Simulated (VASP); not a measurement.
Input of a VASP 6.6.1 run:

INCAR

```
ALGO     = Normal         # electronic algorithm
EDIFF    = 1E-7           # SCF threshold, eV
EDIFFG   = -0.04          # ionic threshold
ENCUT    = 600            # plane-wave cutoff, eV
GGA      = PE             # functional
IBRION   = 2              # ionic algorithm
ISIF     = 3              # what is computed and relaxed
ISMEAR   = 0              # smearing method
LASPH    = True           # aspherical terms in the spheres
LCHARG   = False          # write CHGCAR
LREAL    = False          # projectors in reciprocal space
LWAVE    = False          # write WAVECAR
NELM     = 100            # most SCF steps
NSW      = 90             # ionic steps
PREC     = Accurate       # precision mode
SIGMA    = 0.1            # smearing width, eV
```

KPOINTS

```
k-points
0
Gamma
  4 4 4
```

File POSCAR:

```
K2Hf
1.0
    0.0000000000      3.5686559418      3.5686559418
    3.5686559418      0.0000000000      3.5686559418
    3.5686559418      3.5686559418      0.0000000000
K Hf
2 1
Direct
    0.2500000000      0.2500000000      0.2500000000
    0.7500000000      0.7500000000      0.7500000000
    0.0000000000      0.0000000000      0.0000000000
```

Potentials or basis: VASP PAW PBE potentials, release 64 (K_sv, Hf_pv).

Run with:

```sh
$ cat potpaw_PBE.64/K_sv/POTCAR potpaw_PBE.64/Hf_pv/POTCAR > POTCAR
$ mpirun -np 1 vasp_std > vasp.out
```

Task: Estimate the relaxed cell.

Result: a = 6.277 Å, b = 6.277 Å, c = 6.277 Å, α = 60.00°, β = 60.00°, γ = 60.00°.

Task: Estimate the band gap on the k mesh.

Result: Zero (bands 14 and 15 overlap by 0.33 eV).

Final structure:
```xyz
3
Lattice="0.0000 4.4382 4.4382 4.4382 0.0000 4.4382 4.4382 4.4382 0.0000" Properties=species:S:1:pos:R:3 pbc="T T T"
K     2.2191    2.2191    2.2191
K     6.6574    6.6574    6.6574
Hf    0.0000    0.0000    0.0000
```

Caveat: the k points lie up to 0.31 Å⁻¹ apart in the final cell; spin-orbit coupling is left out, which moves the levels of the heavy elements.
